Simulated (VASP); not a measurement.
# BaTiO3 (P1) in VASP: settings compared

The runs below take BaTiO3 through single point, with PBE+U, PBE.

All numbers are computed with VASP 6.6.1; they aren't measurements. Logs are shortened: lines on timing, memory, paths and dates and some standing lists are left out, and cuts for length are marked.

### 1 The cell of the first run

The typed cell holds 5 atoms: a = 4.004 Å, b = 4.004 Å, c = 4.004 Å, α = 89.85°, β = 89.85°, γ = 89.85°.

### 2 Single point, PBE+U

Contents of INCAR:

```
ALGO = Normal ; EDIFF = 1E-6
ENCUT = 520 ; GGA = PE
ISIF = 2 ; ISMEAR = -1
LASPH = True ; LCHARG = True
LDAU = True ; LDAUJ = 0 0 0
LDAUL = -1 2 -1 ; LDAUPRINT = 1
LDAUTYPE = 2 ; LDAUU = 0 5 0
LELF = True ; LMAXMIX = 4
LREAL = False ; LVHAR = True
LWAVE = False ; NBANDS = 28
NELM = 150 ; PREC = Accurate
SIGMA = 0.05
```

Contents of KPOINTS:

```
k-points
0
Gamma
  7 7 7
```

Contents of POSCAR:

```
BaTiO3
1.0
    2.8276681600      1.6325549700      2.3177316100
   -2.8276681600      1.6325549700      2.3177316100
    0.0000000000     -3.2651099400      2.3177316100
Ba Ti O
1 1 3
Direct
    0.0334731600      0.9884685300      0.0018377600
    0.5061032600      0.5274847800      0.5372321600
    0.4862471500      0.4971470800      0.9711514600
    0.4740898700      0.9864150100      0.4720123700
    0.9787865600      0.4791845900      0.4964662400
```

Potentials or basis: VASP PAW PBE potentials, release 64 (Ba_sv, Ti_sv, O).

The run is started by

```bash
$ cat potpaw_PBE.64/Ba_sv/POTCAR potpaw_PBE.64/Ti_sv/POTCAR potpaw_PBE.64/O/POTCAR > POTCAR
$ mpirun -np 1 vasp_std > vasp.out
```

OUTCAR:

```text
EDIFF = 1E-6
   ENCUT = 520
   GGA = PE
   ISIF = 2
   ISMEAR = -1
   LASPH = True
   LREAL = False
   NELM = 150
   PREC = Accurate

 ion  position               nearest neighbor table
   1  0.033  0.988  0.002-   4 2.58   3 2.67   3 2.73   4 2.76   5 2.80   5 2.83   5 2.85   5 2.89
                             4 2.92   3 2.95   3 2.99   4 3.09   2 3.23   2 3.37   2 3.40   2 3.42
   2  0.506  0.527  0.537-   3 1.74   4 1.86   5 1.91   5 2.13   4 2.19   3 2.27   1 3.23   1 3.37
                             1 3.40   1 3.42   1 3.53   1 3.54   1 3.59   1 3.70
   3  0.486  0.497  0.971-   2 1.74   2 2.27   1 2.67   1 2.73   1 2.95   1 2.99
   4  0.474  0.986  0.472-   2 1.86   2 2.19   1 2.58   1 2.76   1 2.92   1 3.09
   5  0.979  0.479  0.496-   2 1.91   2 2.13   1 2.80   1 2.83   1 2.85   1 2.89

  LATTYP: Found a trigonal (rhomboedric) cell.
 ALAT       =     4.0041007441
 COS(alpha) =     0.0025827219

  Lattice vectors:

 A1 = (   2.8276681600,   1.6325549700,   2.3177316100)
 A2 = (  -2.8276681600,   1.6325549700,   2.3177316100)
 A3 = (   0.0000000000,  -3.2651099400,   2.3177316100)

Analysis of symmetry for initial positions (statically):
=====================================================================
 Subroutine PRICEL returns:
 Original cell was already a primitive cell.

 Routine SETGRP: Setting up the symmetry group for a
 trigonal (rhombohedral) supercell.

 Subroutine GETGRP returns: Found  1 space group operations
 (whereof  1 operations were pure point group operations)
 out of a pool of 12 trial point group operations.

The static configuration has the point symmetry C_1 .

Analysis of symmetry for dynamics (positions and initial velocities):
=====================================================================
 Subroutine PRICEL returns:
 Original cell was already a primitive cell.

 Routine SETGRP: Setting up the symmetry group for a
 trigonal (rhombohedral) supercell.
[... 161 lines left out ...]
  0.0063 -0.0018  0.1148  0.0013  0.0093
  0.0562 -0.0032  0.0013  0.1804  0.0002
  0.0028  0.0831  0.0093  0.0002  0.1811

spin component  2

  0.1782 -0.0025  0.0063  0.0562  0.0028
 -0.0025  0.2124 -0.0018 -0.0032  0.0831
  0.0063 -0.0018  0.1148  0.0013  0.0093
  0.0562 -0.0032  0.0013  0.1804  0.0002
  0.0028  0.0831  0.0093  0.0002  0.1811

 occupancies and eigenvectors

  o =  0.1049  v =  0.0625 -0.4619 -0.6634 -0.0563  0.5827  0.0000  0.0000  0.0000  0.0000  0.0000      0.0000  0.0000  0.0000  0.0000  0.0000  0.0000  0.0000  0.0000  0.0000  0.0000
  o =  0.1049  v =  0.0000  0.0000  0.0000  0.0000  0.0000  0.0625 -0.4619 -0.6634 -0.0563  0.5827      0.0000  0.0000  0.0000  0.0000  0.0000  0.0000  0.0000  0.0000  0.0000  0.0000
  o =  0.1188  v = -0.4662 -0.3687  0.5559  0.3926  0.4285  0.0000  0.0000  0.0000  0.0000  0.0000      0.0000  0.0000  0.0000  0.0000  0.0000  0.0000  0.0000  0.0000  0.0000  0.0000
  o =  0.1188  v =  0.0000  0.0000  0.0000  0.0000  0.0000 -0.4662 -0.3687  0.5559  0.3926  0.4285      0.0000  0.0000  0.0000  0.0000  0.0000  0.0000  0.0000  0.0000  0.0000  0.0000
  o =  0.1259  v =  0.0000  0.0000  0.0000  0.0000  0.0000  0.5371 -0.2446  0.4980 -0.5800  0.2593      0.0000  0.0000  0.0000  0.0000  0.0000  0.0000  0.0000  0.0000  0.0000  0.0000
  o =  0.1259  v =  0.5371 -0.2446  0.4980 -0.5800  0.2593  0.0000  0.0000  0.0000  0.0000  0.0000      0.0000  0.0000  0.0000  0.0000  0.0000  0.0000  0.0000  0.0000  0.0000  0.0000
  o =  0.2358  v =  0.0000  0.0000  0.0000  0.0000  0.0000 -0.6999 -0.0027 -0.0480 -0.7108 -0.0504      0.0000  0.0000  0.0000  0.0000  0.0000  0.0000  0.0000  0.0000  0.0000  0.0000
  o =  0.2358  v = -0.6999 -0.0027 -0.0480 -0.7108 -0.0504  0.0000  0.0000  0.0000  0.0000  0.0000      0.0000  0.0000  0.0000  0.0000  0.0000  0.0000  0.0000  0.0000  0.0000  0.0000
  o =  0.2815  v =  0.0000  0.0000  0.0000  0.0000  0.0000  0.0176 -0.7687 -0.0263  0.0327 -0.6380      0.0000  0.0000  0.0000  0.0000  0.0000  0.0000  0.0000  0.0000  0.0000  0.0000
  o =  0.2815  v =  0.0176 -0.7687 -0.0263  0.0327 -0.6380  0.0000  0.0000  0.0000  0.0000  0.0000      0.0000  0.0000  0.0000  0.0000  0.0000  0.0000  0.0000  0.0000  0.0000  0.0000

 number of electron      40.0000002 magnetization

 Free energy of the ion-electron system (eV)
  ---------------------------------------------------
  ext. energy  EPLUGINS =         0.00000000
  ---------------------------------------------------
  free energy    TOTEN  =       -36.10133103 eV

  energy without entropy =      -36.10133103  energy(sigma->0) =      -36.10133103

 E-fermi :   4.9846     XC(G=0): -11.2193

 val. band max:        3.8886125493   @ k =  -0.4286   0.4286  -0.2857
 cond. band min:       7.1840613339   @ k =   0.0000   0.0000   0.0000
 fundamental gap:      3.2954487846
 Fermi energy:         4.9845601041

 k-point     1 :       0.0000    0.0000    0.0000
  band No.  band energies     occupation
      1     -53.4256      2.00000
      2     -29.7652      2.00000
      3     -29.6325      2.00000
      4     -29.6011      2.00000
      5     -20.8953      2.00000
      6     -13.0319      2.00000
[... 733 lines left out ...]
     27      11.6700      0.00000
     28      12.4787      0.00000

 [... further k-points ...]

------------------------ aborting loop because EDIFF is reached ----------------------------------------

  FORCE on cell =-STRESS in cart. coord.  units (eV):
  Direction    XX          YY          ZZ          XY          YZ          ZX
  --------------------------------------------------------------------------------------
  -------------------------------------------------------------------------------------
  Total        5.5918237      7.8732181      6.1313149     -0.1071531     -2.1748091     -0.1041795
  in kB      139.5575726    196.4953221    153.0218887     -2.6742669    -54.2776552     -2.6000518
  external PRESSURE =     163.0249278 kB  Pullay stress =       0.0000000 kB

 VOLUME and BASIS-vectors are now :
 -----------------------------------------------------------------------------
  energy-cutoff  :      520.00
  volume of cell :       64.20
      direct lattice vectors                 reciprocal lattice vectors
     2.827668160  1.632554970  2.317731610     0.176824143  0.102089467  0.143818780
    -2.827668160  1.632554970  2.317731610    -0.176824143  0.102089467  0.143818780
     0.000000000 -3.265109940  2.317731610     0.000000000 -0.204178934  0.143818780

 POSITION                                       TOTAL-FORCE (eV/Angst)
 -----------------------------------------------------------------------------------
     -2.70041      1.66238      2.37285        -1.318449     -0.425505     -0.245190
     -0.06046     -0.06673      3.64074         1.129459      2.112056     -2.992185
     -0.03082     -1.56547      4.53011         0.184651     -2.392242      1.668168
     -1.44869      0.84318      4.47906        -0.275522      0.187678      1.042969
      1.41271      0.75920      4.52986         0.279861      0.518012      0.526238
 -----------------------------------------------------------------------------------
    total drift:                                0.000258     -0.000297     -0.000014

  FREE ENERGIE OF THE ION-ELECTRON SYSTEM (eV)
  ---------------------------------------------------
  free  energy   TOTEN  =       -36.1013310292 eV

  energy  without entropy=      -36.1013310292  energy(sigma->0) =      -36.10133103
```

It took 8.5 min on 1 thread of Intel Xeon 8259CL, shared host; peak memory 0.4 GiB.

What came out:

- Free energy: -36.1013 eV
- Pressure: 16.3 GPa
- Largest force: 3.833 eV/Å
- Band gap on the k mesh: 3.30 eV (least direct gap 3.82 eV)

Forces on the atoms (eV/Å):
```
Ba  -1.318 -0.426 -0.245
Ti   1.129  2.112 -2.992
O    0.185 -2.392  1.668
O   -0.276  0.188  1.043
O    0.280  0.518  0.526
```

Eigenvalues of the final occupation matrices:
```
    site  spin  trace               eigenvalues
site 2 d     1   0.87  0.10 0.12 0.13 0.24 0.28
site 2 d     2   0.87  0.10 0.12 0.13 0.24 0.28
```

Caveat: the stress differs along the axes, from 14 to 20 GPa; spin-orbit coupling is left out, which moves the levels of the heavy elements; forces of over 1 eV/Å act on the atoms, so gaps and moduli don't describe the material at rest.

### 3 Single point, PBE+U

Contents of INCAR:

```
SYSTEM = BaTiO3
PREC = Accurate ; ENCUT = 520
EDIFF = 1E-6 ; ISMEAR = -1
SIGMA = 0.05 ; LREAL = .False.
LASPH = .True. ; NELM = 150
ALGO = Normal ; ISIF = 2
LWAVE = .False. ; LCHARG = .True.
LMAXMIX = 4 ; LDAU = .True.
LDAUTYPE = 2 ; LDAUL = -1 2 -1
LDAUU = 0 8 0 ; LDAUJ = 0 0 0
LDAUPRINT = 1 ; GGA = PE
LELF = .True. ; LVHAR = .True.
NBANDS = 28
```

Contents of KPOINTS:

```
Automatic mesh
0
Gamma
  7 7 7
  0 0 0
```

POSCAR is that of step 2.

Potentials or basis: VASP PAW PBE potentials, release 64 (Ba_sv, Ti_sv, O).

The run is started by

```bash
$ cat potpaw_PBE.64/Ba_sv/POTCAR potpaw_PBE.64/Ti_sv/POTCAR potpaw_PBE.64/O/POTCAR > POTCAR
$ mpirun -np 1 vasp_std > vasp.out
```

OUTCAR:

```text
SYSTEM = BaTiO3
   PREC = Accurate
   ENCUT = 520
   EDIFF = 1E-6
   ISMEAR = -1
   LREAL = .False.
   LASPH = .True.
   NELM = 150
   ISIF = 2
   GGA = PE

 ion  position               nearest neighbor table
   1  0.033  0.988  0.002-   4 2.58   3 2.67   3 2.73   4 2.76   5 2.80   5 2.83   5 2.85   5 2.89
                             4 2.92   3 2.95   3 2.99   4 3.09   2 3.23   2 3.37   2 3.40   2 3.42
   2  0.506  0.527  0.537-   3 1.74   4 1.86   5 1.91   5 2.13   4 2.19   3 2.27   1 3.23   1 3.37
                             1 3.40   1 3.42   1 3.53   1 3.54   1 3.59   1 3.70
[... 989 lines left out ...]
  -------------------------------------------------------------------------------------
  Total        6.8032684      9.4115253      7.0779232     -0.1982050     -2.3503809     -0.1038742
  in kB      169.7921239    234.8875233    176.6468019     -4.9466888    -58.6594777     -2.5924327
  external PRESSURE =     193.7754831 kB  Pullay stress =       0.0000000 kB

 VOLUME and BASIS-vectors are now :
 -----------------------------------------------------------------------------
  energy-cutoff  :      520.00
  volume of cell :       64.20
      direct lattice vectors                 reciprocal lattice vectors
     2.827668160  1.632554970  2.317731610     0.176824143  0.102089467  0.143818780
    -2.827668160  1.632554970  2.317731610    -0.176824143  0.102089467  0.143818780
     0.000000000 -3.265109940  2.317731610     0.000000000 -0.204178934  0.143818780

 POSITION                                       TOTAL-FORCE (eV/Angst)
 -----------------------------------------------------------------------------------
     -2.70041      1.66238      2.37285        -1.341947     -0.437873     -0.228350
     -0.06046     -0.06673      3.64074         1.255231      2.479573     -3.942864
     -0.03082     -1.56547      4.53011         0.197335     -3.117433      2.137611
     -1.44869      0.84318      4.47906        -0.645835      0.418048      1.307920
      1.41271      0.75920      4.52986         0.535215      0.657685      0.725683
 -----------------------------------------------------------------------------------
    total drift:                                0.000280     -0.000836      0.000582

  FREE ENERGIE OF THE ION-ELECTRON SYSTEM (eV)
  ---------------------------------------------------
  free  energy   TOTEN  =       -34.0892158229 eV

  energy  without entropy=      -34.0892158229  energy(sigma->0) =      -34.08921582
```

It took 8.6 min on 1 thread of Intel Xeon 8259CL, shared host; peak memory 0.4 GiB.

What came out:

```
Free energy            : -34.0892 eV
Pressure               : 19.4 GPa
Largest force          : 4.824 eV/Å
Band gap on the k mesh : 3.68 eV (least direct gap 4.18 eV)
```

Forces in eV/Å, atoms in the order of the input:
```
Ba  -1.342 -0.438 -0.228
Ti   1.255  2.480 -3.943
O    0.197 -3.117  2.138
O   -0.646  0.418  1.308
O    0.535  0.658  0.726
```

Levels at points of the mesh, in eV from the valence-band top:
```tsv
k point	band 17	band 18	band 19	band 20	band 21	band 22	band 23	band 24
(0.00, 0.00, 0.00)	-1.18	-0.61	-0.60	-0.54	3.68	3.84	4.08	4.94
```

Eigenvalues of the final occupation matrices:
```
    site  spin  trace               eigenvalues
site 2 d     1   0.81  0.09 0.10 0.11 0.23 0.28
site 2 d     2   0.81  0.09 0.10 0.11 0.23 0.28
```

Caveat: the stress differs along the axes, from 17 to 23 GPa; spin-orbit coupling is left out, which moves the levels of the heavy elements; forces of over 1 eV/Å act on the atoms, so gaps and moduli don't describe the material at rest.

[end of part 1 of 2]
